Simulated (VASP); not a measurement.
CuSb2:

```
Cu Sb
1.0
     3.55038    0.00000    0.00000
    -1.77519    3.07472    0.00000
     0.00000    0.00000    5.72751
Cu Sb
1 2
Direct
  0.00000 0.00000 0.00000
  0.33333 0.66667 0.25200
  0.66667 0.33333 0.74800
```

```yaml
Program: VASP 6.6.1
Task: relaxation of cell and atoms
Functional: PBE
Potentials_or_basis: VASP PAW PBE potentials, release 64 (Cu, Sb)
Cutoff: 600 eV
k_mesh: 12 × 12 × 6
Occupations: gaussian, width 0.05 eV
Spin: no spin polarisation
```

At the start: pressure 14.4 GPa; volume 20.84 Å³/atom.

**Question.** Where does the relaxation end?

**Answer.** Over 18 steps the energy falls by 236.2 meV/atom and the volume is 23.20 Å³/atom (+11.3 %); space group P-3m1 (No. 164, to 0.1 Å) before and after.

The path:
```tsv
step	energy change (eV)	largest force (eV/Å)	pressure (GPa)	volume (Å³)
1	0.0000	1.4118	14.38	62.52
2	-0.2586	0.3671	-6.89	80.93
3	-0.4653	0.1123	-1.04	72.40
4	-0.4652	0.1289	-0.77	72.20
5	-0.5242	0.1345	-0.59	71.53
6	-0.6775	0.0722	0.55	69.16
7	-0.3911	0.0133	8.68	62.62
8	-0.6961	0.0447	1.69	67.79
9	-0.6953	0.0420	2.09	67.46
10	-0.6738	0.1978	-2.48	71.81
11	-0.7063	0.0571	0.27	69.03
12	-0.7063	0.0592	0.22	69.06
13	-0.7075	0.0492	0.02	69.29
14	-0.7079	0.0428	-0.13	69.53
15	-0.7081	0.0056	0.23	69.30
16	-0.7082	0.0188	0.09	69.38
17	-0.7084	0.0078	0.04	69.51
18	-0.7085	0.0005	0.00	69.61
```

Final structure:
```
Cu Sb
1.0
     4.01939    0.00000    0.00000
    -2.00969    3.48089    0.00000
     0.00000    0.00000    4.97532
Cu Sb
1 2
Direct
  0.00000 0.00000 0.00000
  0.33333 0.66667 0.26130
  0.66667 0.33333 0.73870
```
